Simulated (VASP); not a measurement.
# TaPAu3 (Pm-3m) in VASP: a series of runs

The runs below take TaPAu3 through single point, relaxation of cell and atoms, with PBE.

Everything below comes from runs of VASP 6.6.1. Logs are shortened: lines on timing, memory, paths and dates and some standing lists are left out, and cuts for length are marked.

## 1. The cell of the first run

Symmetry: Pm-3m, No. 221, cubic system. Conventional cell: a = 4.388 Å, b = 4.388 Å, c = 4.388 Å, α = 90.00°, β = 90.00°, γ = 90.00°. Within 4.1 Å of Ta (site symmetry m-3m) lie 12 Au at 3.10 Å and 8 P at 3.80 Å. P (site symmetry m-3m) has 6 Au at 2.19 Å within 2.9 Å. Au (site symmetry 4/mmm) has 2 P at 2.19 Å within 2.9 Å.

## 2. Single point, PBE

INCAR

```
SYSTEM = TaPAu3
PREC = Accurate
ENCUT = 520
EDIFF = 1E-6
ISMEAR = 0
SIGMA = 0.1
LREAL = .False.
LASPH = .True.
NELM = 60
ALGO = Normal
ISIF = 2
LWAVE = .False.
LCHARG = .True.
GGA = PE
LELF = .True.
LVHAR = .True.
NBANDS = 32
```

KPOINTS

```
regular mesh
0
Gamma
  4 4 4
  0 0 0
```

POSCAR

```
TaPAu3
1.0
    4.3884184724      0.0000000000      0.0000000000
    0.0000000000      4.3884184724      0.0000000000
    0.0000000000      0.0000000000      4.3884184724
Ta P Au
1 1 3
Direct
    0.0000000000      0.0000000000      0.0000000000
    0.5000000000      0.5000000000      0.5000000000
    0.0000000000      0.5000000000      0.5000000000
    0.5000000000      0.0000000000      0.5000000000
    0.5000000000      0.5000000000      0.0000000000
```

Potentials or basis: VASP PAW PBE potentials, release 64 (Ta_pv, P, Au).

Started as:

```console
$ cat potpaw_PBE.64/Ta_pv/POTCAR potpaw_PBE.64/P/POTCAR potpaw_PBE.64/Au/POTCAR > POTCAR
$ mpirun -np 1 vasp_std > vasp.out
```

OUTCAR:

```text
SYSTEM = TaPAu3
   PREC = Accurate
   ENCUT = 520
   EDIFF = 1E-6
   ISMEAR = 0
   LREAL = .False.
   LASPH = .True.
   NELM = 60
   ISIF = 2
   GGA = PE

 ion  position               nearest neighbor table
   1  0.000  0.000  0.000-   3 3.10   4 3.10   5 3.10   3 3.10   4 3.10   3 3.10   5 3.10   3 3.10
                             4 3.10   5 3.10   4 3.10   5 3.10
   2  0.500  0.500  0.500-   3 2.19   4 2.19   5 2.19   5 2.19   4 2.19   3 2.19
   3  0.000  0.500  0.500-   2 2.19   2 2.19   4 3.10   5 3.10   1 3.10   5 3.10   1 3.10   4 3.10
                             1 3.10   1 3.10   4 3.10   5 3.10   5 3.10   4 3.10
   4  0.500  0.000  0.500-   2 2.19   2 2.19   3 3.10   5 3.10   1 3.10   5 3.10   1 3.10   3 3.10
                             5 3.10   5 3.10   1 3.10   3 3.10   1 3.10   3 3.10
   5  0.500  0.500  0.000-   2 2.19   2 2.19   3 3.10   4 3.10   1 3.10   3 3.10   4 3.10   1 3.10
                             4 3.10   4 3.10   1 3.10   3 3.10   3 3.10   1 3.10

  LATTYP: Found a simple cubic cell.
 ALAT       =     4.3884184724

  Lattice vectors:

 A1 = (   4.3884184724,   0.0000000000,   0.0000000000)
 A2 = (   0.0000000000,   4.3884184724,   0.0000000000)
 A3 = (   0.0000000000,   0.0000000000,   4.3884184724)

Analysis of symmetry for initial positions (statically):
=====================================================================
 Subroutine PRICEL returns:
 Original cell was already a primitive cell.

 Routine SETGRP: Setting up the symmetry group for a
 simple cubic supercell.

 Subroutine GETGRP returns: Found 48 space group operations
 (whereof 48 operations were pure point group operations)
 out of a pool of 48 trial point group operations.

The static configuration has the point symmetry O_h .

Analysis of symmetry for dynamics (positions and initial velocities):
=====================================================================
 Subroutine PRICEL returns:
 Original cell was already a primitive cell.

 Routine SETGRP: Setting up the symmetry group for a
 simple cubic supercell.

 Subroutine GETGRP returns: Found 48 space group operations
 (whereof 48 operations were pure point group operations)
 out of a pool of 48 trial point group operations.

The dynamic configuration has the point symmetry O_h .

 Subroutine INISYM returns: Found 48 space group operations
 (whereof 48 operations are pure point group operations),
 and found     1 'primitive' translations

----------------------------------------------------------------------------------------

                                     Primitive cell

  volume of cell :      84.5131

  direct lattice vectors                    reciprocal lattice vectors
     4.388418472  0.000000000  0.000000000     0.227872525  0.000000000  0.000000000
     0.000000000  4.388418472  0.000000000     0.000000000  0.227872525  0.000000000
     0.000000000  0.000000000  4.388418472     0.000000000  0.000000000  0.227872525

  length of vectors
     4.388418472  4.388418472  4.388418472     0.227872525  0.227872525  0.227872525

  position of ions in fractional coordinates (direct lattice)
     0.000000000  0.000000000  0.000000000
     0.500000000  0.500000000  0.500000000
     0.000000000  0.500000000  0.500000000
     0.500000000  0.000000000  0.500000000
     0.500000000  0.500000000  0.000000000

  ion indices of the primitive-cell ions
   primitive index   ion index
                 1           1
                 2           2
                 3           3
                 4           4
                 5           5

----------------------------------------------------------------------------------------

 KPOINTS: regular mesh

Automatic generation of k-mesh.
 Grid dimensions read from file:
 generate k-points for:    4    4    4

 Generating k-lattice:

  Cartesian coordinates                     Fractional coordinates (reciprocal lattice)
     0.056968131  0.000000000  0.000000000     0.250000000  0.000000000  0.000000000
     0.000000000  0.056968131  0.000000000     0.000000000  0.250000000  0.000000000
     0.000000000  0.000000000  0.056968131     0.000000000  0.000000000  0.250000000

  Length of vectors
     0.056968131  0.056968131  0.056968131

  Shift w.r.t. Gamma in fractional coordinates (k-lattice)
     0.000000000  0.000000000  0.000000000

 Subroutine IBZKPT returns following result:
 ===========================================

 Found     10 irreducible k-points:

 Following reciprocal coordinates:
            Coordinates               Weight
  0.000000  0.000000  0.000000      1.000000
  0.250000  0.000000  0.000000      6.000000
  0.500000  0.000000  0.000000      3.000000
  0.250000  0.250000  0.000000     12.000000
  0.500000  0.250000  0.000000     12.000000
  0.500000  0.500000  0.000000      3.000000
  0.250000  0.250000  0.250000      8.000000
  0.500000  0.250000  0.250000     12.000000
  0.500000  0.500000  0.250000      6.000000
  0.500000  0.500000  0.500000      1.000000
   k-points           NKPTS =     10   k-points in BZ     NKDIM =     10   number of bands    NBANDS=     32
   number of dos      NEDOS =    301   number of ions     NIONS =      5
   total plane-waves  NPLWV =  46656
   dimension x,y,z NGX =    36 NGY =   36 NGZ =   36
   dimension x,y,z NGXF=    72 NGYF=   72 NGZF=   72
   ions per type =               1   1   3
   NGX,Y,Z   is equivalent  to a cutoff of  13.64, 13.64, 13.64 a.u.
   NGXF,Y,Z  is equivalent  to a cutoff of  27.28, 27.28, 27.28 a.u.
 SYSTEM =  TaPAu3
   PREC   = accura    normal or accurate (medium, high low for compatibility)
   ISTART =      0    job   : 0-new  1-cont  2-samecut
   ICHARG =      2    charge: 1-file 2-atom 10-const
   ISPIN  =      1    spin polarized calculation?
   LNONCOLLINEAR =      F non collinear calculations
   LSORBIT =      F    spin-orbit coupling
   LASPH  =      T    aspherical Exc in radial PAW
   ENCUT  =  520.0 eV  38.22 Ry    6.18 a.u.   8.16  8.16  8.16*2*pi/ulx,y,z
   NELM   =     60;   NELMIN=  2; NELMDL= -5     # of ELM steps
   EDIFF  = 0.1E-05   stopping-criterion for ELM
   LREAL  =      F    real-space projection
   EDIFFG = 0.1E-04   stopping-criterion for IOM
   NSW    =      0    number of steps for IOM
   IBRION =     -1    ionic relax: 0-MD 1-quasi-New 2-CG
   NFREE  =      0    steps in history (QN), initial steepest desc. (CG)
   ISIF   =      2    stress and relaxation
   ISYM   =      2    0-nonsym 1-usesym 2-fastsym
   POTIM  = 0.5000    time-step for ionic-motion
   TEBEG  =    0.0;   TEEND  =   0.0 temperature during run
   PSTRESS=    0.0 pullay stress
   NELECT =      49.0000    total number of electrons
   NUPDOWN=      -1.0000    fix difference up-down
   EMIN   =  10.00;   EMAX   =-10.00  energy-range for DOS
   EFERMI =   0.00;   METHOD = LEGACY
   ISMEAR =     0;   SIGMA  =   0.10  broadening in eV -4-tet -1-fermi 0-gaus
   EFERMI_NEDOS =   21; number of points for ismear=-14 and -15
   IALGO  =     38    algorithm
   IMIX   =      4    mixing-type and parameters
     AMIX     =   0.40;   BMIX     =  1.00
     AMIX_MAG =   1.60;   BMIX_MAG =  1.00
  volume/ion in A,a.u.               =      16.90       114.06
  Fermi-wavevector in a.u.,A,eV,Ry     =   1.365103  2.579671 25.354549  1.863507
  Thomas-Fermi vector in A             =   2.491361
   LORBIT       =      0    0 simple, 1 ext, 2 COOP (PROOUT), +10 PAW based schemes
   GGA     = PE    functional components
   LHFCALC =     F    Hartree Fock is set to
   AEXX    =    0.0000 exact exchange contribution
   IVDW    =     0    specifies the selected vdW correction
   LEPSILON=     F    determine dielectric tensor
   LRPA    =     F    only Hartree local field effects (RPA)
 non-spin polarized calculation
 Gauss-broadening in eV      SIGMA  =   0.10
  energy-cutoff  :      520.00
  volume of cell :       84.51
 maximum number of plane-waves:      2301
 NGX is ok and might be reduce to    36
   NGX = 17   NGY = 17   NGZ = 17

 number of electron      49.0000001 magnetization

 Free energy of the ion-electron system (eV)
  ---------------------------------------------------
  ext. energy  EPLUGINS =         0.00000000
  ---------------------------------------------------
  free energy    TOTEN  =       -21.79850280 eV

  energy without entropy =      -21.78623818  energy(sigma->0) =      -21.79237049

 E-fermi :   9.4287     XC(G=0): -12.3007

 val. band max:        9.3515674667   @ k =   0.2500   0.0000   0.0000
 cond. band min:       9.4877767886   @ k =   0.5000   0.2500   0.0000
 fundamental gap:      0.1362093219
 Fermi energy:         9.4286669377

 k-point     1 :       0.0000    0.0000    0.0000
  band No.  band energies     occupation
      1     -25.9912      2.00000
      2     -25.9912      2.00000
      3     -25.9912      2.00000
      4      -6.4406      2.00000
      5       1.0108      2.00000
      6       1.7952      2.00000
[... 24 lines left out ...]
     31      13.1852      0.00000
     32      13.1852      0.00000

 k-point     2 :       0.2500    0.0000    0.0000
  band No.  band energies     occupation
      1     -25.9954      2.00000
      2     -25.9914      2.00000
      3     -25.9914      2.00000
      4      -6.0588      2.00000
      5       1.0516      2.00000
      6       1.6155      2.00000
[... 24 lines left out ...]
     31      13.7464      0.00000
     32      13.7464      0.00000
[... 243 lines left out ...]
     31      13.8852      0.00000
     32      14.1403      0.00000

 k-point    10 :       0.5000    0.5000    0.5000
  band No.  band energies     occupation
      1     -25.9965      2.00000
      2     -25.9965      2.00000
      3     -25.9965      2.00000
      4      -3.0706      2.00000
      5      -1.0718      2.00000
      6      -1.0718      2.00000
[... 24 lines left out ...]
     31      12.3921      0.00000
     32      17.2917      0.00000

------------------------ aborting loop because EDIFF is reached ----------------------------------------

  FORCE on cell =-STRESS in cart. coord.  units (eV):
  Direction    XX          YY          ZZ          XY          YZ          ZX
  --------------------------------------------------------------------------------------
  -------------------------------------------------------------------------------------
  Total       15.4762684     15.4762684     15.4762684     -0.0000000      0.0000000     -0.0000000
  in kB      293.3950155    293.3950155    293.3950155     -0.0000000      0.0000000     -0.0000000
  external PRESSURE =     293.3950155 kB  Pullay stress =       0.0000000 kB

 VOLUME and BASIS-vectors are now :
 -----------------------------------------------------------------------------
  energy-cutoff  :      520.00
  volume of cell :       84.51
      direct lattice vectors                 reciprocal lattice vectors
     4.388418472  0.000000000  0.000000000     0.227872525  0.000000000  0.000000000
     0.000000000  4.388418472  0.000000000     0.000000000  0.227872525  0.000000000
     0.000000000  0.000000000  4.388418472     0.000000000  0.000000000  0.227872525

 POSITION                                       TOTAL-FORCE (eV/Angst)
 -----------------------------------------------------------------------------------
      0.00000      0.00000      0.00000         0.000000      0.000000      0.000000
      2.19421      2.19421      2.19421         0.000000      0.000000      0.000000
      0.00000      2.19421      2.19421         0.000000      0.000000      0.000000
      2.19421      0.00000      2.19421         0.000000      0.000000      0.000000
      2.19421      2.19421      0.00000         0.000000      0.000000      0.000000
 -----------------------------------------------------------------------------------
    total drift:                                0.000000      0.000000      0.000000

  FREE ENERGIE OF THE ION-ELECTRON SYSTEM (eV)
  ---------------------------------------------------
  free  energy   TOTEN  =       -21.7985028033 eV

  energy  without entropy=      -21.7862381767  energy(sigma->0) =      -21.79237049
```

It took 26 s on 1 thread of Intel Xeon Platinum 8488C (Sapphire Rapids), shared host; peak memory 0.21 GiB.

What came out:

- Free energy: -21.7985 eV
- Pressure: 29.3 GPa
- Band gap on the k mesh: zero (an odd number of electrons rules out a gap without spin polarisation)

Caveat: the cell stands under pressure; spin-orbit coupling is left out, which moves the levels of the heavy elements.

(Part 1 of 2 ends here.)

The gap in the log of VASP goes by the Fermi energy; the results here count the filled bands.